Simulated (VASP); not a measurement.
# Al9N in VASP: a series of runs, part 2 of 2

VASP 6.6.1.

## (3) Single point, PBEsol

INCAR reads:

```
PREC = Accurate
ENCUT = 520
EDIFF = 1E-7
ISMEAR = 0
SIGMA = 0.1
LREAL = F
LASPH = T
NELM = 60
ALGO = Normal
ISIF = 2
LWAVE = F
LCHARG = T
LDIPOL = T
IDIPOL = 3
DIPOL = 0.5 0.5 0.420
GGA = PS
LELF = T
LVHAR = T
LVACPOTAV = T
NBANDS = 27
```

KPOINTS reads:

```
regular mesh
0
Gamma
  12 12 1
```

POSCAR reads:

```
Al9N
1.0
    2.8360890834      0.0000000000      0.0000000000
   -1.4180445417      2.4561251936      0.0000000000
    0.0000000000      0.0000000000     34.1378324787
Al N
9 1
Direct
    0.3333333333      0.6666666667      0.1171720554
    0.0000000000      0.0000000000      0.1854391565
    0.6666666667      0.3333333333      0.2537062577
    0.0000000000      0.0000000000      0.3219733588
    0.3333333333      0.6666666667      0.3896661213
    0.0000000000      0.0000000000      0.4573304602
    0.6666666667      0.3333333333      0.5260691494
    0.0000000000      0.0000000000      0.5941774940
    0.3333333333      0.6666666667      0.6631303406
    0.5000000000      1.3333333333      0.6945644262
```

Potentials or basis: VASP PAW PBE potentials, release 64 (Al, N).

Started as:

```bash
> cat potpaw_PBE.64/Al/POTCAR potpaw_PBE.64/N/POTCAR > POTCAR
> mpirun -np 1 vasp_std > vasp.out
```

OUTCAR:

```text
PREC = Accurate
   ENCUT = 520
   EDIFF = 1E-7
   ISMEAR = 0
   LREAL = F
   LASPH = T
   NELM = 60
   ISIF = 2
   GGA = PS

 ion  position               nearest neighbor table
   1  0.333  0.667  0.117-   2 2.85   2 2.85   2 2.85
   2  0.000  0.000  0.185-   1 2.85   1 2.85   1 2.85   3 2.85   3 2.85   3 2.85
   3  0.667  0.333  0.254-   4 2.85   4 2.85   4 2.85   2 2.85   2 2.85   2 2.85
   4  0.000  0.000  0.322-   5 2.83   5 2.83   5 2.83   3 2.85   3 2.85   3 2.85
   5  0.333  0.667  0.390-   6 2.83   6 2.83   6 2.83   4 2.83   4 2.83   4 2.83
   6  0.000  0.000  0.457-   5 2.83   5 2.83   5 2.83   7 2.86   7 2.86   7 2.86
   7  0.667  0.333  0.526-   8 2.84   8 2.84   8 2.84   6 2.86   6 2.86   6 2.86
   8  0.000  0.000  0.594-   7 2.84   7 2.84   7 2.84   9 2.87   9 2.87   9 2.87
   9  0.333  0.667  0.663-  10 1.65  10 2.01  10 2.32   8 2.87   8 2.87   8 2.87
  10  0.500  0.333  0.695-   9 1.65   9 2.01   9 2.32

  LATTYP: Found a hexagonal cell.
 ALAT       =     2.8360890834
 C/A-ratio  =    12.0369394172

  Lattice vectors:

 A1 = (   2.8360890834,   0.0000000000,   0.0000000000)
 A2 = (  -1.4180445417,   2.4561251936,   0.0000000000)
 A3 = (   0.0000000000,   0.0000000000,  34.1378324787)

Analysis of symmetry for initial positions (statically):
=====================================================================
 Subroutine PRICEL returns:
 Original cell was already a primitive cell.

 Routine SETGRP: Setting up the symmetry group for a
 hexagonal supercell.

 Subroutine GETGRP returns: Found  1 space group operations
 (whereof  1 operations were pure point group operations)
 out of a pool of 24 trial point group operations.

The static configuration has the point symmetry C_1 .

Analysis of symmetry for dynamics (positions and initial velocities):
=====================================================================
 Subroutine PRICEL returns:
[... 150 lines left out ...]
   GGA     = PS    functional components
   LHFCALC =     F    Hartree Fock is set to
   AEXX    =    0.0000 exact exchange contribution
   IVDW    =     0    specifies the selected vdW correction
   LEPSILON=     F    determine dielectric tensor
   LRPA    =     F    only Hartree local field effects (RPA)
 non-spin polarized calculation
 Gauss-broadening in eV      SIGMA  =   0.10
  energy-cutoff  :      520.00
  volume of cell :      237.80
 maximum number of plane-waves:      6440
 NGX is ok and might be reduce to    24
   NGX = 11   NGY = 11   NGZ =127

 number of electron      32.0000000 magnetization

 dipolmoment           0.000000      0.000000      0.158086 electrons x Angstroem

 Free energy of the ion-electron system (eV)
  ---------------------------------------------------
  ext. energy  EPLUGINS =         0.00000000
  ---------------------------------------------------
  free energy    TOTEN  =       -43.00912399 eV

  energy without entropy =      -42.98913199  energy(sigma->0) =      -42.99912799

 E-fermi :   2.7344     XC(G=0):  -7.1005

 val. band max:        2.7150439273   @ k =   0.5000  -0.0000   0.0000
 cond. band min:       2.7370379590   @ k =  -0.2500   0.3333   0.0000
 fundamental gap:      0.0219940317
 Fermi energy:         2.7343548365

 k-point     1 :       0.0000    0.0000    0.0000
  band No.  band energies     occupation
      1     -12.0314      2.00000
      2      -8.4388      2.00000
      3      -8.1508      2.00000
      4      -7.7320      2.00000
      5      -7.1273      2.00000
      6      -6.3559      2.00000
[... 709 lines left out ...]
     26       8.6607      0.00000
     27       8.7936      0.00000

 [... further k-points ...]
[... 5 lines left out ...]
  --------------------------------------------------------------------------------------
  -------------------------------------------------------------------------------------
  Total        3.2075086      2.9589985      0.1177981     -3.4333706     -3.7109078      4.6304070
  in kB       21.6108627     19.9365045      0.7936745    -23.1326270    -25.0025575     31.1977615
  external PRESSURE =      14.1136806 kB  Pullay stress =       0.0000000 kB

 VOLUME and BASIS-vectors are now :
 -----------------------------------------------------------------------------
  energy-cutoff  :      520.00
  volume of cell :      237.80
      direct lattice vectors                 reciprocal lattice vectors
     2.836089083  0.000000000  0.000000000     0.352598233  0.203572685  0.000000000
    -1.418044542  2.456125194  0.000000000     0.000000000  0.407145370  0.000000000
     0.000000000  0.000000000 34.137832479     0.000000000  0.000000000  0.029293014

 POSITION                                       TOTAL-FORCE (eV/Angst)
 -----------------------------------------------------------------------------------
     -0.00000      1.63742      4.00000        -0.000665      0.000668     -0.002575
      0.00000      0.00000      6.33049        -0.003613     -0.000289      0.043653
      1.41804      0.81871      8.66098         0.005182     -0.001177     -0.039219
      0.00000      0.00000     10.99147        -0.001704     -0.001052      0.009574
     -0.00000      1.63742     13.30236         0.001129     -0.002351     -0.027105
      0.00000      0.00000     15.61227         0.014893      0.005213      0.075591
      1.41804      0.81871     17.95886        -0.037078      0.002669      0.014855
      0.00000      0.00000     20.28393        -0.002708     -0.001520     -0.285430
     -0.00000      1.63742     22.63783        -4.212282      3.453533      0.185203
      0.94536      0.81871     23.71092         4.236847     -3.455694      0.025454
 -----------------------------------------------------------------------------------
    total drift:                               -0.000049     -0.000013     -0.000180

  FREE ENERGIE OF THE ION-ELECTRON SYSTEM (eV)
  ---------------------------------------------------
  free  energy   TOTEN  =       -43.0091239924 eV

  energy  without entropy=      -42.9891319931  energy(sigma->0) =      -42.99912799

 vacuum level on the upper side and lower side of the slab        10.933         6.826
```

Run time: 18 min. Hardware: 1 thread of Intel Xeon 6975P-C (Granite Rapids), shared host; peak memory 0.62 GiB.

What came out:

* Free energy: -43.0091 eV
* Largest force: 5.467 eV/Å
* Band gap on the k mesh: zero (bands 16 and 17 overlap by 3.04 eV)

Forces on the atoms (eV/Å):
```
Al  -0.001  0.001 -0.003
Al  -0.004  0.000  0.044
Al   0.005 -0.001 -0.039
Al  -0.002 -0.001  0.010
Al   0.001 -0.002 -0.027
Al   0.015  0.005  0.076
Al  -0.037  0.003  0.015
Al  -0.003 -0.002 -0.285
Al  -4.212  3.454  0.185
N    4.237 -3.456  0.025
```

Caveat: the PAW data sets were made with another functional, which shifts forces and pressure a little.

## (4) Single point, PBEsol

INCAR reads:

```
SYSTEM = Al9N
PREC = Accurate
ENCUT = 520
EDIFF = 1E-6
ISMEAR = 0
SIGMA = 0.1
LREAL = .False.
LASPH = .True.
NELM = 80
ALGO = Normal
ISIF = 2
LWAVE = .False.
LCHARG = .False.
LDIPOL = .True.
IDIPOL = 3
DIPOL = 0.5 0.5 0.420
GGA = PS
NBANDS = 27
```

KPOINTS reads:

```
regular mesh
0
Gamma
  12 12 1
  0 0 0
```

Changes to POSCAR since step 3:

```diff
@@ -17,2 +17,2 @@
     0.3333333333      0.6666666667      0.6631303406
-    0.5000000000      1.3333333333      0.6945644262
+    0.8333333333      1.0000000000      0.6941224060
```

Started as:

```bash
> cat potpaw_PBE.64/Al/POTCAR potpaw_PBE.64/N/POTCAR > POTCAR
> mpirun -np 1 vasp_std > vasp.out
```

Wall time 15 min (1 thread of Intel Xeon 6975P-C (Granite Rapids), shared host); peak memory 0.61 GiB.

It converged, with:

| Property | Result |
| --- | --- |
| Free energy | -43.0044 eV |
| Largest force | 5.791 eV/Å |
| Band gap on the k mesh | zero (bands 16 and 17 overlap by 3.08 eV) |

Forces on the atoms (eV/Å):
```
Al   0.001 -0.001 -0.008
Al   0.004  0.002  0.047
Al  -0.004  0.002 -0.035
Al   0.001 -0.001  0.006
Al   0.003  0.002 -0.039
Al  -0.020  0.000  0.082
Al   0.012 -0.011 -0.036
Al   0.006 -0.004 -0.159
Al  -4.492 -3.649  0.113
N    4.489  3.658  0.029
```

Levels at points of the mesh, in eV from the Fermi level:
```
           k point  band 13  band 14  band 15  band 16  band 17  band 18  band 19  band 20
(0.00, 0.00, 0.00)    -0.84     0.18     0.69     1.10     2.21     3.56     4.57     5.72
(0.50, 0.00, 0.00)    -2.52    -2.21    -1.82    -1.05    -0.61    -0.23     0.06     0.43
(0.00, 0.50, 0.00)    -2.57    -2.20    -1.63    -1.04    -0.65    -0.34     0.10     0.41
(0.50, 0.50, 0.00)    -2.55    -2.20    -1.44    -1.04    -0.76    -0.74     0.04     0.34
```

Caveat: the PAW data sets were made with another functional, which shifts forces and pressure a little.

## (5) The runs side by side

```tsv
cell	gap on the mesh (eV)	largest force (eV/Å)
as given, atomic positions A	none	0.77
as given, atomic positions B	none	5.47
as given, atomic positions C	none	5.79
```

Alike in all rows: task single point; level PBEsol; potentials or basis VASP PAW PBE potentials, release 64 (Al, N); no spin polarisation; k mesh 12 × 12 × 1; cutoff (eV) 520; smearing gaussian 0.1 eV.

Caveats: the PAW data sets were made with another functional, which shifts forces and pressure a little.

Absolute energies hang on the potentials; compare differences alone.

The gap in the log of VASP goes by the Fermi energy; the results here count the filled bands.